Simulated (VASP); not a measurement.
# B2P (Pnnm) in VASP: further runs

The runs below take B2P through single point, with PBE.

All numbers are computed with VASP 6.6.1; they aren't measurements. Logs are shortened: lines on timing, memory, paths and dates and some standing lists are left out, and cuts for length are marked.

## Step 1: The cell of the first run

Symmetry: Pnnm, No. 58, orthorhombic system. Conventional cell: a = 3.973 Å, b = 4.940 Å, c = 3.108 Å, α = 90.00°, β = 90.00°, γ = 90.00°. B (site symmetry m) has 1 B at 1.68 Å and 3 P at 2.09 Å within 2.2 Å. P (site symmetry 2/m) has 6 B at 2.09 Å within 2.8 Å.

## Step 2: Single point, PBE

File INCAR:

```
ALGO = Normal
EDIFF = 1E-7
ENCUT = 520
GGA = PE
ISIF = 2
ISMEAR = 0
LASPH = T
LCHARG = F
LREAL = F
LWAVE = F
NBANDS = 20
NELM = 60
PREC = Accurate
SIGMA = 0.1
```

File KPOINTS:

```
k-points
0
Gamma
  4 4 6
```

File POSCAR:

```
B2P
1.0
    3.9727480319      0.0000000000      0.0000000000
    0.0000000000      4.9401657977      0.0000000000
    0.0000000000      0.0000000000      3.1081990929
B P
4 2
Direct
    0.1710228306      0.3996535718      0.0000000000
    0.8289771694      0.6003464282      0.0000000000
    0.6710228306      0.1003464282      0.5000000000
    0.3289771694      0.8996535718      0.5000000000
    0.0000000000      0.0000000000      0.0000000000
    0.5000000000      0.5000000000      0.5000000000
```

Potentials or basis: VASP PAW PBE potentials, release 64 (B, P).

The run is started by

```
$ cat potpaw_PBE.64/B/POTCAR potpaw_PBE.64/P/POTCAR > POTCAR
$ mpirun -np 1 vasp_std > vasp.out
```

OUTCAR:

```text
EDIFF = 1E-7
   ENCUT = 520
   GGA = PE
   ISIF = 2
   ISMEAR = 0
   LASPH = T
   LREAL = F
   NELM = 60
   PREC = Accurate

 ion  position               nearest neighbor table
   1  0.171  0.400  0.000-   2 1.68   5 2.09   6 2.09   6 2.09
   2  0.829  0.600  0.000-   1 1.68   5 2.09   6 2.09   6 2.09
   3  0.671  0.100  0.500-   4 1.68   6 2.09   5 2.09   5 2.09
   4  0.329  0.900  0.500-   3 1.68   6 2.09   5 2.09   5 2.09
   5  0.000  0.000  0.000-   1 2.09   2 2.09   3 2.09   4 2.09   3 2.09   4 2.09
   6  0.500  0.500  0.500-   3 2.09   4 2.09   1 2.09   2 2.09   1 2.09   2 2.09

  LATTYP: Found a simple orthorhombic cell.
 ALAT       =     3.1081990929
 B/A-ratio  =     1.2781510814
 C/A-ratio  =     1.5893981209

  Lattice vectors:

 A1 = (   0.0000000000,   0.0000000000,   3.1081990929)
 A2 = (   3.9727480319,   0.0000000000,   0.0000000000)
 A3 = (   0.0000000000,   4.9401657977,   0.0000000000)

Analysis of symmetry for initial positions (statically):
=====================================================================
 Subroutine PRICEL returns:
 Original cell was already a primitive cell.

 Routine SETGRP: Setting up the symmetry group for a
 simple orthorhombic supercell.

 Subroutine GETGRP returns: Found  8 space group operations
 (whereof  4 operations were pure point group operations)
 out of a pool of  8 trial point group operations.

The static configuration has the point symmetry C_2h.
 The point group associated with its full space group is D_2h.

Analysis of symmetry for dynamics (positions and initial velocities):
=====================================================================
 Subroutine PRICEL returns:
 Original cell was already a primitive cell.

 Routine SETGRP: Setting up the symmetry group for a
 simple orthorhombic supercell.

 Subroutine GETGRP returns: Found  8 space group operations
 (whereof  4 operations were pure point group operations)
 out of a pool of  8 trial point group operations.

The dynamic configuration has the point symmetry C_2h.
 The point group associated with its full space group is D_2h.

 Subroutine INISYM returns: Found  8 space group operations
 (whereof  4 operations are pure point group operations),
 and found     1 'primitive' translations

----------------------------------------------------------------------------------------

[... 96 lines left out ...]
   LSORBIT =      F    spin-orbit coupling
   LASPH  =      T    aspherical Exc in radial PAW
   ENCUT  =  520.0 eV  38.22 Ry    6.18 a.u.   7.39  9.19  5.78*2*pi/ulx,y,z
   NELM   =     60;   NELMIN=  2; NELMDL= -5     # of ELM steps
   EDIFF  = 0.1E-06   stopping-criterion for ELM
   LREAL  =      F    real-space projection
   EDIFFG = 0.1E-05   stopping-criterion for IOM
   NSW    =      0    number of steps for IOM
   IBRION =     -1    ionic relax: 0-MD 1-quasi-New 2-CG
   NFREE  =      0    steps in history (QN), initial steepest desc. (CG)
   ISIF   =      2    stress and relaxation
   ISYM   =      2    0-nonsym 1-usesym 2-fastsym
   POTIM  = 0.5000    time-step for ionic-motion
   TEBEG  =    0.0;   TEEND  =   0.0 temperature during run
   PSTRESS=    0.0 pullay stress
   NELECT =      22.0000    total number of electrons
   NUPDOWN=      -1.0000    fix difference up-down
   EMIN   =  10.00;   EMAX   =-10.00  energy-range for DOS
   EFERMI =   0.00;   METHOD = LEGACY
   ISMEAR =     0;   SIGMA  =   0.10  broadening in eV -4-tet -1-fermi 0-gaus
   EFERMI_NEDOS =   21; number of points for ismear=-14 and -15
   IALGO  =     38    algorithm
   IMIX   =      4    mixing-type and parameters
     AMIX     =   0.40;   BMIX     =  1.00
     AMIX_MAG =   1.60;   BMIX_MAG =  1.00
  volume/ion in A,a.u.               =      10.17        68.61
  Fermi-wavevector in a.u.,A,eV,Ry     =   1.165293  2.202085 18.475468  1.357909
  Thomas-Fermi vector in A             =   2.301821
   LORBIT       =      0    0 simple, 1 ext, 2 COOP (PROOUT), +10 PAW based schemes
   GGA     = PE    functional components
   LHFCALC =     F    Hartree Fock is set to
   AEXX    =    0.0000 exact exchange contribution
   IVDW    =     0    specifies the selected vdW correction
   LEPSILON=     F    determine dielectric tensor
   LRPA    =     F    only Hartree local field effects (RPA)
 non-spin polarized calculation
 Gauss-broadening in eV      SIGMA  =   0.10
  energy-cutoff  :      520.00
  volume of cell :       61.00
 maximum number of plane-waves:      1664
 NGX is ok and might be reduce to    30
   NGX = 15   NGY = 19   NGZ = 11

 number of electron      22.0000001 magnetization

 Free energy of the ion-electron system (eV)
  ---------------------------------------------------
  ext. energy  EPLUGINS =         0.00000000
  ---------------------------------------------------
  free energy    TOTEN  =       -33.36841944 eV

  energy without entropy =      -33.35395473  energy(sigma->0) =      -33.36118709

 E-fermi :   7.5718     XC(G=0): -11.3183

 val. band max:        7.4630645395   @ k =   0.0000   0.2500   0.3333
 cond. band min:       7.5775569282   @ k =   0.2500   0.0000   0.0000
 fundamental gap:      0.1144923886
 Fermi energy:         7.5718006590

 k-point     1 :       0.0000    0.0000    0.0000
  band No.  band energies     occupation
      1      -8.2599      2.00000
      2      -4.6045      2.00000
      3      -1.6101      2.00000
      4       0.1985      2.00000
      5       0.4023      2.00000
      6       3.6229      2.00000
[... 541 lines left out ...]
     19      16.6236      0.00000
     20      16.6236      0.00000

 [... further k-points ...]
[... 5 lines left out ...]
  --------------------------------------------------------------------------------------
  -------------------------------------------------------------------------------------
  Total        0.0863940     -0.0640080     -0.0888281     -0.0000000      0.0000000      0.0000000
  in kB        2.2690944     -1.6811381     -2.3330271     -0.0000000      0.0000000      0.0000000
  external PRESSURE =      -0.5816903 kB  Pullay stress =       0.0000000 kB

 VOLUME and BASIS-vectors are now :
 -----------------------------------------------------------------------------
  energy-cutoff  :      520.00
  volume of cell :       61.00
      direct lattice vectors                 reciprocal lattice vectors
     3.972748032  0.000000000  0.000000000     0.251714932  0.000000000  0.000000000
     0.000000000  4.940165798  0.000000000     0.000000000  0.202422356  0.000000000
     0.000000000  0.000000000  3.108199093     0.000000000  0.000000000  0.321729712

 POSITION                                       TOTAL-FORCE (eV/Angst)
 -----------------------------------------------------------------------------------
      0.67943      1.97435      0.00000         0.034368     -0.035032      0.000000
      3.29332      2.96581      0.00000        -0.034368      0.035032     -0.000000
      2.66580      0.49573      1.55410         0.034368      0.035032      0.000000
      1.30694      4.44444      1.55410        -0.034368     -0.035032     -0.000000
      0.00000      0.00000      0.00000         0.000000     -0.000000      0.000000
      1.98637      2.47008      1.55410         0.000000     -0.000000      0.000000
 -----------------------------------------------------------------------------------
    total drift:                               -0.000000      0.000000     -0.000000

  FREE ENERGIE OF THE ION-ELECTRON SYSTEM (eV)
  ---------------------------------------------------
  free  energy   TOTEN  =       -33.3684194402 eV

  energy  without entropy=      -33.3539547299  energy(sigma->0) =      -33.36118709
```

OSZICAR:

```text
N       E                     dE             d eps       ncg     rms          rms(c)
DAV:   1     0.409167303762E+02    0.40917E+02   -0.99472E+03  1440   0.969E+02
DAV:   2    -0.315466940397E+02   -0.72463E+02   -0.69739E+02  1920   0.170E+02
DAV:   3    -0.343355761007E+02   -0.27889E+01   -0.27308E+01  1848   0.282E+01
DAV:   4    -0.343545316458E+02   -0.18956E-01   -0.18938E-01  1912   0.262E+00
DAV:   5    -0.343546760557E+02   -0.14441E-03   -0.14438E-03  1784   0.221E-01    0.995E+00
DAV:   6    -0.334962693363E+02    0.85841E+00   -0.13041E+00  1688   0.591E+00    0.572E+00
DAV:   7    -0.333747411728E+02    0.12153E+00   -0.61259E-01  1780   0.391E+00    0.135E+00
DAV:   8    -0.333680120434E+02    0.67291E-02   -0.58001E-02  1652   0.135E+00    0.268E-01
DAV:   9    -0.333684783018E+02   -0.46626E-03   -0.41186E-03  1784   0.387E-01    0.107E-01
DAV:  10    -0.333684302323E+02    0.48069E-04   -0.22670E-04  1716   0.894E-02    0.674E-02
DAV:  11    -0.333684182760E+02    0.11956E-04   -0.10684E-04  1740   0.539E-02    0.101E-02
DAV:  12    -0.333684194739E+02   -0.11979E-05   -0.11714E-05  1708   0.193E-02    0.538E-03
DAV:  13    -0.333684194402E+02    0.33736E-07   -0.66446E-07  1748   0.505E-03
   1 F= -.33368419E+02 E0= -.33361187E+02  d E =-.144647E-01
```

stdout:

```text
POSCAR found type information on POSCAR B P
 POSCAR found :  2 types and       6 ions
 scaLAPACK will be used
 LDA part: xc-table for (Slater+PW92), standard interpolation
 POSCAR, INCAR and KPOINTS ok, starting setup
 FFT: planning ... GRIDC
 FFT: planning ... GRID_SOFT
 FFT: planning ... GRID
 WAVECAR not read
 entering main loop
```

Run time: 22 s. Hardware: 1 thread of AMD EPYC 9R45 (Zen 5), shared host; peak memory 0.15 GiB.

Results:

* Free energy: -33.3684 eV
* Pressure: -0.1 GPa
* Largest force: 0.049 eV/Å
* Band gap on the k mesh: zero (band 11 reaches 8.62 eV, above the bottom of band 12 at 5.54 eV)

Forces on the atoms (eV/Å):
```
B    0.034 -0.035  0.000
B   -0.034  0.035  0.000
B    0.034  0.035  0.000
B   -0.034 -0.035  0.000
P    0.000  0.000  0.000
P    0.000  0.000  0.000
```

Caveat: the k points lie up to 0.40 Å⁻¹ apart.

## Step 3: Single point, PBE

This run uses another cell than the first one, of 9.18 Å³/atom, 0.903 times its volume.

File INCAR:

```
SYSTEM = B2P
PREC = Accurate ; ENCUT = 520
EDIFF = 1E-6 ; ISMEAR = 0
SIGMA = 0.1 ; LREAL = .False.
LASPH = .True. ; NELM = 100
ALGO = Normal ; ISIF = 2
LWAVE = .False. ; LCHARG = .True.
GGA = PE ; LELF = .True.
LVHAR = .True. ; NBANDS = 20
```

File KPOINTS:

```
Automatic mesh
0
Gamma
  6 4 6
  0 0 0
```

File POSCAR:

```
B2P
1.0
    3.8986838421      0.0000000000      0.0000000000
    0.0000000000      4.7583135423      0.0000000000
    0.0000000000      0.0000000000      2.9704592006
B P
4 2
Direct
    0.2004000000      0.3787000000      0.0000000000
    0.7996000000      0.6213000000      0.0000000000
    0.7004000000      0.1213000000      0.5000000000
    0.2996000000      0.8787000000      0.5000000000
    0.0000000000      0.0000000000      0.0000000000
    0.5000000000      0.5000000000      0.5000000000
```

Potentials or basis: VASP PAW PBE potentials, release 64 (B, P).

The run is started by

```
$ cat potpaw_PBE.64/B/POTCAR potpaw_PBE.64/P/POTCAR > POTCAR
$ mpirun -np 1 vasp_std > vasp.out
```

Run time: 25 s. Hardware: 1 thread of AMD EPYC 9R45 (Zen 5), shared host; peak memory 0.15 GiB.

It converged, with:

* Free energy: -32.1787 eV
* Pressure: 18.8 GPa
* Largest force: 2.455 eV/Å
* Band gap on the k mesh: zero (band 11 reaches 10.05 eV, above the bottom of band 12 at 5.91 eV)

Forces on the atoms (eV/Å):
```
B   -2.105  1.264  0.000
B    2.105 -1.264  0.000
B   -2.105 -1.264  0.000
B    2.105  1.264  0.000
P    0.000  0.000  0.000
P    0.000  0.000  0.000
```

Stress tensor (GPa, compression positive):
```
 5.95  0.00  0.00
 0.00 23.47  0.00
 0.00  0.00 26.89
```

Levels at points of the mesh, in eV from the Fermi level:
| k point | band 9 | band 10 | band 11 | band 12 | band 13 | band 14 |
| --- | --- | --- | --- | --- | --- | --- |
| (0.00, 0.00, 0.00) | -2.50 | -1.98 | -0.67 | 1.31 | 2.20 | 2.43 |
| (0.50, 0.00, 0.00) | -0.48 | -0.48 | 1.33 | 1.33 | 1.70 | 1.70 |
| (0.00, 0.50, 0.00) | -2.98 | -2.98 | 0.37 | 0.37 | 3.29 | 3.29 |
| (0.50, 0.50, 0.00) | -1.37 | -1.37 | 0.17 | 0.17 | 0.54 | 0.54 |
| (0.00, 0.00, 0.50) | -3.58 | -3.58 | -0.86 | -0.86 | 0.92 | 0.92 |
| (0.50, 0.00, 0.50) | -5.43 | -5.43 | -2.78 | -2.78 | 2.75 | 2.75 |
| (0.00, 0.50, 0.50) | -2.40 | -2.40 | -1.30 | -1.30 | -0.14 | -0.14 |
| (0.50, 0.50, 0.50) | -1.53 | -1.53 | 0.61 | 0.61 | 1.43 | 1.43 |

Caveat: forces of over 1 eV/Å act on the atoms, so gaps and moduli don't describe the material at rest.

## Step 4: Single point, PBE

This run uses another cell than the first one, of 10.13 Å³/atom, 0.997 times its volume.

File INCAR:

```
PREC     = Accurate       # precision mode
ENCUT    = 520            # plane-wave cutoff, eV
EDIFF    = 1E-6           # SCF threshold, eV
ISMEAR   = 0              # smearing method
SIGMA    = 0.1            # smearing width, eV
LREAL    = F              # projectors in reciprocal space
LASPH    = T              # aspherical terms in the spheres
NELM     = 80             # most SCF steps
ALGO     = Normal         # electronic algorithm
ISIF     = 2              # what is computed and relaxed
LWAVE    = F              # write WAVECAR
LCHARG   = F              # write CHGCAR
GGA      = PE             # functional
NBANDS   = 20             # bands
```

File KPOINTS:

```
regular mesh
0
Gamma
  8 6 6
```

File POSCAR:

```
B2P
1.0
    0.0000000000      0.0000000000      3.0929228483
    3.9809702539      0.0000000000      0.0000000000
    0.0000000000      4.9373886177      0.0000000000
B P
4 2
Direct
    0.0000000000      0.1696252410      0.3980337213
    0.0000000000      0.8303747590      0.6019662787
    0.5000000000      0.6696252410      0.1019662787
    0.5000000000      0.3303747590      0.8980337213
    0.0000000000      1.0000000000      0.0000000000
    0.5000000000      0.5000000000      0.5000000000
```

The run is started by

```
$ cat potpaw_PBE.64/B/POTCAR potpaw_PBE.64/P/POTCAR > POTCAR
$ mpirun -np 1 vasp_std > vasp.out
```

Run time: 38 s. Hardware: 1 thread of AMD EPYC 9R45 (Zen 5), shared host; peak memory 0.18 GiB.

It converged, with:

```
Free energy            : -33.4082 eV
Pressure               : 0.0 GPa
Largest force          : 0.040 eV/Å
Band gap on the k mesh : zero (band 11 reaches 8.67 eV, above the bottom of band 12 at 5.55 eV)
```

Forces in eV/Å, atoms in the order of the input:
```
B   -0.030  0.026  0.000
B    0.030 -0.026  0.000
B   -0.030 -0.026  0.000
B    0.030  0.026  0.000
P    0.000  0.000  0.000
P    0.000  0.000  0.000
```

Stress tensor (GPa, compression positive):
```
-0.29  0.00  0.00
 0.00  0.17  0.00
 0.00  0.00  0.07
```

Levels at points of the mesh, in eV from the Fermi level:
| k point | band 8 | band 9 | band 10 | band 11 | band 12 | band 13 | band 14 | band 15 |
| --- | --- | --- | --- | --- | --- | --- | --- | --- |
| (0.00, 0.00, 0.00) | -3.67 | -3.06 | -1.40 | -0.62 | 2.02 | 2.76 | 3.17 | 3.55 |
| (0.50, 0.00, 0.00) | -4.14 | -4.04 | -4.04 | -0.75 | -0.75 | 0.62 | 0.62 | 3.82 |
| (0.00, 0.50, 0.00) | -1.78 | -0.91 | -0.91 | 1.22 | 1.22 | 1.48 | 1.48 | 5.58 |
| (0.50, 0.50, 0.00) | -5.48 | -5.03 | -5.03 | -1.85 | -1.85 | 3.01 | 3.01 | 8.01 |
| (0.00, 0.00, 0.50) | -3.64 | -2.57 | -2.57 | 0.40 | 0.40 | 3.99 | 3.99 | 4.31 |
| (0.50, 0.00, 0.50) | -3.65 | -2.18 | -2.18 | -1.91 | -1.91 | -0.32 | -0.32 | 1.16 |
| (0.00, 0.50, 0.50) | -1.27 | -1.18 | -1.18 | -0.73 | -0.73 | 0.34 | 0.34 | 3.00 |
| (0.50, 0.50, 0.50) | -6.79 | -1.72 | -1.72 | 0.69 | 0.69 | 1.55 | 1.55 | 5.51 |

## Step 5: Summary

```tsv
cell	k mesh	gap on the mesh (eV)	pressure (GPa)	largest force (eV/Å)
a = 3.973, b = 4.940, c = 3.108 Å, 6 atoms	4 × 4 × 6	none	-0.1	0.05
a = 3.899, b = 4.758, c = 2.970 Å, 6 atoms	6 × 4 × 6	none	18.8	2.46
a = 3.093, b = 3.981, c = 4.937 Å, 6 atoms	8 × 6 × 6	none	0.0	0.04
```

Alike in all rows: task single point; level PBE; potentials or basis VASP PAW PBE potentials, release 64 (B, P); no spin polarisation; cutoff (eV) 520; smearing gaussian 0.1 eV.

Caveats: some runs use coarse meshes; forces of over 1 eV/Å act on the atoms, so gaps and moduli don't describe the material at rest (some runs).

Absolute energies hang on the potentials; compare differences alone.
